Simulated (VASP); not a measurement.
# AlO5 (F-43m) in VASP: relaxation of cell and atoms with PBE

Aim: the relaxation of cell and atoms of AlO5 with PBE.

All numbers are computed with VASP 6.6.1; they aren't measurements. Logs are shortened: lines on timing, memory, paths and dates and some standing lists are left out, and cuts for length are marked.

### 1 The cell of the first run

The structure is cubic, space group F-43m (No. 216). Conventional cell: a = 5.925 Å, b = 5.925 Å, c = 5.925 Å, α = 90.00°, β = 90.00°, γ = 90.00°. Within 3.2 Å of Al (site symmetry -43m) lie 16 O at 2.46 to 2.57 Å. O (site symmetry 3m) has 9 O at 2.09 to 2.46 Å and 3 Al at 2.46 Å within 2.8 Å. O (site symmetry -43m) has 12 O at 2.46 Å and 4 Al at 2.57 Å within 3.2 Å.

The cell was built from a structure type or drawn by symmetry, and may not be a known phase.

### 2 Relaxation of cell and atoms, PBE, collinear spin, ferromagnetic start

INCAR

```
PREC = Accurate
ENCUT = 600
EDIFF = 1E-7
ISMEAR = 0
SIGMA = 0.1
LREAL = False
LASPH = True
NELM = 150
ALGO = Fast
ISIF = 3
LWAVE = False
LCHARG = False
ISPIN = 2
MAGMOM = 0 0.44 0.44 0.44 0.44 1.24
LORBIT = 11
GGA = PE
IBRION = 2
NSW = 100
EDIFFG = -0.01
```

KPOINTS

```
Automatic mesh
0
Gamma
  12 12 12
```

POSCAR

```
AlO5
1.0
    0.0000000000      2.9623329100      2.9623329100
    2.9623329100      0.0000000000      2.9623329100
    2.9623329100      2.9623329100      0.0000000000
Al O
1 5
Direct
    0.0000000000      0.0000000000      0.0000000000
    0.1250000000      0.6250000000      0.6250000000
    0.6250000000      0.6250000000      0.6250000000
    0.6250000000      0.1250000000      0.6250000000
    0.6250000000      0.6250000000      0.1250000000
    0.2500000000      0.2500000000      0.2500000000
```

Potentials or basis: VASP PAW PBE potentials, release 64 (Al, O).

The run is started by

```bash
cat potpaw_PBE.64/Al/POTCAR potpaw_PBE.64/O/POTCAR > POTCAR
mpirun -np 1 vasp_std > vasp.out
```

OUTCAR:

```text
PREC = Accurate
   ENCUT = 600
   EDIFF = 1E-7
   ISMEAR = 0
   LREAL = False
   LASPH = True
   NELM = 150
   ISIF = 3
   ISPIN = 2
   LORBIT = 11
   GGA = PE
   IBRION = 2
   NSW = 100
   EDIFFG = -0.01

 ion  position               nearest neighbor table
   1  0.000  0.000  0.000-   2 2.46   4 2.46   2 2.46   4 2.46   5 2.46   5 2.46   3 2.46   3 2.46
                             4 2.46   5 2.46   2 2.46   3 2.46   6 2.57   6 2.57   6 2.57   6 2.57
   2  0.125  0.625  0.625-   1 2.46   1 2.46   1 2.46
   3  0.625  0.625  0.625-   1 2.46   1 2.46   1 2.46
   4  0.625  0.125  0.625-   1 2.46   1 2.46   1 2.46
   5  0.625  0.625  0.125-   1 2.46   1 2.46   1 2.46
   6  0.250  0.250  0.250-   1 2.57   1 2.57   1 2.57   1 2.57

  LATTYP: Found a face centered cubic cell.
 ALAT       =     5.9246658200

  Lattice vectors:

 A1 = (   0.0000000000,   2.9623329100,   2.9623329100)
 A2 = (   2.9623329100,   0.0000000000,   2.9623329100)
 A3 = (   2.9623329100,   2.9623329100,   0.0000000000)

Analysis of symmetry for initial positions (statically):
=====================================================================
 Subroutine PRICEL returns:
 Original cell was already a primitive cell.

 Routine SETGRP: Setting up the symmetry group for a
 face centered cubic supercell.

 Subroutine GETGRP returns: Found 24 space group operations
 (whereof 24 operations were pure point group operations)
 out of a pool of 48 trial point group operations.

The static configuration has the point symmetry T_d .

Analysis of symmetry for dynamics (positions and initial velocities):
=====================================================================
 Subroutine PRICEL returns:
 Original cell was already a primitive cell.

 Routine SETGRP: Setting up the symmetry group for a
 face centered cubic supercell.

 Subroutine GETGRP returns: Found 24 space group operations
 (whereof 24 operations were pure point group operations)
 out of a pool of 48 trial point group operations.

The dynamic configuration has the point symmetry T_d .

Analysis of structural, dynamic, and magnetic symmetry:
=====================================================================
 Subroutine PRICEL returns:
 Original cell was already a primitive cell.

 Routine SETGRP: Setting up the symmetry group for a
 face centered cubic supercell.

 Subroutine GETGRP returns: Found 24 space group operations
 (whereof 24 operations were pure point group operations)
 out of a pool of 48 trial point group operations.

The overall configuration has the point symmetry T_d .

 Subroutine INISYM returns: Found 24 space group operations
 (whereof 24 operations are pure point group operations),
 and found     1 'primitive' translations

----------------------------------------------------------------------------------------

                                     Primitive cell

  volume of cell :      51.9914

  direct lattice vectors                    reciprocal lattice vectors
     0.000000000  2.962332910  2.962332910    -0.168785891  0.168785891  0.168785891
     2.962332910  0.000000000  2.962332910     0.168785891 -0.168785891  0.168785891
     2.962332910  2.962332910  0.000000000     0.168785891  0.168785891 -0.168785891

  length of vectors
     4.189371378  4.189371378  4.189371378     0.292345739  0.292345739  0.292345739

  position of ions in fractional coordinates (direct lattice)
     0.000000000  0.000000000  0.000000000
     0.125000000  0.625000000  0.625000000
     0.625000000  0.625000000  0.625000000
     0.625000000  0.125000000  0.625000000
     0.625000000  0.625000000  0.125000000
     0.250000000  0.250000000  0.250000000

[... 126 lines left out ...]
  ---------------------------------------------------
  ext. energy  EPLUGINS =         0.00000000
  ---------------------------------------------------
  free energy    TOTEN  =       -22.36939046 eV

  energy without entropy =      -22.35500348  energy(sigma->0) =      -22.36219697

------------------------ aborting loop because EDIFF is reached ----------------------------------------

  FORCE on cell =-STRESS in cart. coord.  units (eV):
  Direction    XX          YY          ZZ          XY          YZ          ZX
  --------------------------------------------------------------------------------------
  -------------------------------------------------------------------------------------
  Total       -0.2015499     -0.2015499     -0.2015499     -0.0000000     -0.0000000      0.0000000
  in kB       -6.2109995     -6.2109995     -6.2109995     -0.0000000     -0.0000000      0.0000000
  external PRESSURE =      -6.2109995 kB  Pullay stress =       0.0000000 kB

 VOLUME and BASIS-vectors are now :
 -----------------------------------------------------------------------------
  energy-cutoff  :      600.00
  volume of cell :       51.99
      direct lattice vectors                 reciprocal lattice vectors
     0.000000000  2.962332910  2.962332910    -0.168785891  0.168785891  0.168785891
     2.962332910  0.000000000  2.962332910     0.168785891 -0.168785891  0.168785891
     2.962332910  2.962332910  0.000000000     0.168785891  0.168785891 -0.168785891

 POSITION                                       TOTAL-FORCE (eV/Angst)
 -----------------------------------------------------------------------------------
      0.00000      0.00000      0.00000         0.000000      0.000000      0.000000
      3.70292      2.22175      2.22175         0.038963     -0.038963     -0.038963
      3.70292      3.70292      3.70292         0.038963      0.038963      0.038963
      2.22175      3.70292      2.22175        -0.038963      0.038963     -0.038963
      2.22175      2.22175      3.70292        -0.038963     -0.038963      0.038963
      1.48117      1.48117      1.48117         0.000000      0.000000      0.000000
 -----------------------------------------------------------------------------------
    total drift:                               -0.000000     -0.000000     -0.000000

  FREE ENERGIE OF THE ION-ELECTRON SYSTEM (eV)
  ---------------------------------------------------
  free  energy   TOTEN  =       -22.3693904605 eV

  energy  without entropy=      -22.3550034797  energy(sigma->0) =      -22.36219697

--------------------------------------- Ionic step        2  -------------------------------------------

 number of electron      33.0000009 magnetization       2.8494904

 Free energy of the ion-electron system (eV)
  ---------------------------------------------------
  ext. energy  EPLUGINS =         0.00000000
  ---------------------------------------------------
  free energy    TOTEN  =       -22.37023740 eV

  energy without entropy =      -22.35575961  energy(sigma->0) =      -22.36299850

 E-fermi :   5.0036     XC(G=0): -11.7761

 val. band max:        5.0027179786   @ k =  -0.1667   0.2500   0.0833
 cond. band min:       5.0117965505   @ k =  -0.3333   0.5000   0.1667
 fundamental gap:      0.0090785719
 Fermi energy:         5.0036078352

 spin component 1

 k-point     1 :       0.0000    0.0000    0.0000
  band No.  band energies     occupation
      1     -16.9078      1.00000
      2     -12.1441      1.00000
      3     -11.8659      1.00000
      4     -11.8659      1.00000
      5     -11.8659      1.00000
      6      -3.4053      1.00000
[... 589 lines left out ...]
     21       7.6058      0.00000
     22      12.7606      0.00000

 [... further k-points ...]

 spin component 2

 k-point     1 :       0.0000    0.0000    0.0000
  band No.  band energies     occupation
      1     -16.2275      1.00000
      2     -11.0445      1.00000
      3     -11.0445      1.00000
      4     -11.0445      1.00000
      5     -10.3521      1.00000
      6      -3.1714      1.00000
[... 589 lines left out ...]
     21       7.9497      0.00000
     22      12.8466      0.00000

 [... further k-points ...]

------------------------ aborting loop because EDIFF is reached ----------------------------------------

  FORCE on cell =-STRESS in cart. coord.  units (eV):
  Direction    XX          YY          ZZ          XY          YZ          ZX
  --------------------------------------------------------------------------------------
  -------------------------------------------------------------------------------------
  Total        0.0302443      0.0302443      0.0302443      0.0000000     -0.0000000      0.0000000
  in kB        0.9365594      0.9365594      0.9365594      0.0000000     -0.0000000      0.0000000
  external PRESSURE =       0.9365594 kB  Pullay stress =       0.0000000 kB

 VOLUME and BASIS-vectors are now :
 -----------------------------------------------------------------------------
  energy-cutoff  :      600.00
  volume of cell :       51.74
      direct lattice vectors                 reciprocal lattice vectors
    -0.000000000  2.957532301  2.957532301    -0.169059861  0.169059861  0.169059861
     2.957532301 -0.000000000  2.957532301     0.169059861 -0.169059861  0.169059861
     2.957532301  2.957532301  0.000000000     0.169059861  0.169059861 -0.169059861

 POSITION                                       TOTAL-FORCE (eV/Angst)
 -----------------------------------------------------------------------------------
      0.00000      0.00000      0.00000        -0.000000     -0.000000     -0.000000
      3.69879      2.21627      2.21627        -0.000864      0.000864      0.000864
      3.69879      3.69879      3.69879        -0.000864     -0.000864     -0.000864
      2.21627      3.69879      2.21627         0.000864     -0.000864      0.000864
      2.21627      2.21627      3.69879         0.000864      0.000864     -0.000864
      1.47877      1.47877      1.47877        -0.000000     -0.000000     -0.000000
 -----------------------------------------------------------------------------------
    total drift:                               -0.000000     -0.000000     -0.000000

  FREE ENERGIE OF THE ION-ELECTRON SYSTEM (eV)
  ---------------------------------------------------
  free  energy   TOTEN  =       -22.3702373952 eV

  energy  without entropy=      -22.3557596070  energy(sigma->0) =      -22.36299850

 reached required accuracy - stopping structural energy minimisation

 total charge

# of ion       s       p       d       tot
------------------------------------------
    1        0.264   0.169   0.000   0.433
    2        1.652   3.058   0.000   4.711
    3        1.652   3.058   0.000   4.711
    4        1.652   3.058   0.000   4.711
    5        1.652   3.058   0.000   4.711
    6        1.616   3.126   0.000   4.742
--------------------------------------------------
tot          8.490  15.528   0.000  24.018

 magnetization (x)

# of ion       s       p       d       tot
------------------------------------------
    1       -0.040  -0.018   0.000  -0.058
    2        0.004   0.411   0.000   0.414
    3        0.004   0.411   0.000   0.414
    4        0.004   0.411   0.000   0.414
    5        0.004   0.411   0.000   0.414
    6        0.009   0.951   0.000   0.961
--------------------------------------------------
tot         -0.017   2.576   0.000   2.560
```

It took 12 min on 1 thread of Oxide Virtual Turin-like, shared host; peak memory 0.29 GiB.

Results:

```yaml
Free_energy: -22.3702 eV
Relaxed_volume: 8.62 Å³/atom
Relaxed_cell: a = 4.183 Å, b = 4.183 Å, c = 4.183 Å, α = 60.00°, β = 60.00°, γ = 60.00°
Space_group_after_relaxing_to_0.1_Å: F-43m (No. 216)
Energy_gained_by_relaxing: 0.1 meV/atom
Ionic_steps: 2
Pressure_after_relaxing: 0.1 GPa
Net_moment: 2.85 μB per cell
Site_moments: Al -0.06; O +0.41, +0.96 (each value once) μB
Valence_electrons_inside_the_program's_atomic_spheres: Al 0.43; O 4.71, 4.74 (each value once)
```

The path:
```
step  energy change (eV)  largest force (eV/Å)  pressure (GPa)  volume (Å³)
   1              0.0000                0.0675           -0.62        51.99
   2             -0.0008                0.0015            0.09        51.74
```

Final structure:
```
Al O
1.0
     0.00000    2.95753    2.95753
     2.95753    0.00000    2.95753
     2.95753    2.95753    0.00000
Al O
1 5
Cartesian
  0.0000 0.0000 0.0000
  3.6988 2.2163 2.2163
  3.6988 3.6988 3.6988
  2.2163 3.6988 2.2163
  2.2163 2.2163 3.6988
  1.4788 1.4788 1.4788
```

Levels at points of the mesh, in eV from the Fermi level:
Spin up:
```csv
k point,band 14,band 15,band 16,band 17,band 18,band 19,band 20,band 21,band 22
"(0.00, 0.00, 0.00)",-2.59,-0.12,-0.12,-0.12,0.35,1.16,1.16,1.16,7.73
"(0.50, 0.00, 0.00)",-2.57,-2.22,-1.17,-1.17,-0.10,1.04,1.04,2.50,7.53
"(0.50, 0.50, 0.00)",-2.55,-2.55,-1.57,-1.26,-1.26,0.82,0.82,3.16,7.79
```
Spin down:
```csv
k point,band 12,band 13,band 14,band 15,band 16,band 17,band 18,band 19
"(0.00, 0.00, 0.00)",-1.14,-1.14,-1.14,0.22,1.01,1.01,1.01,1.64
"(0.50, 0.00, 0.00)",-2.01,-1.94,-1.94,-0.95,0.39,0.39,1.05,1.64
"(0.50, 0.50, 0.00)",-1.81,-1.81,-1.74,-1.59,-0.01,0.33,0.33,1.49
```
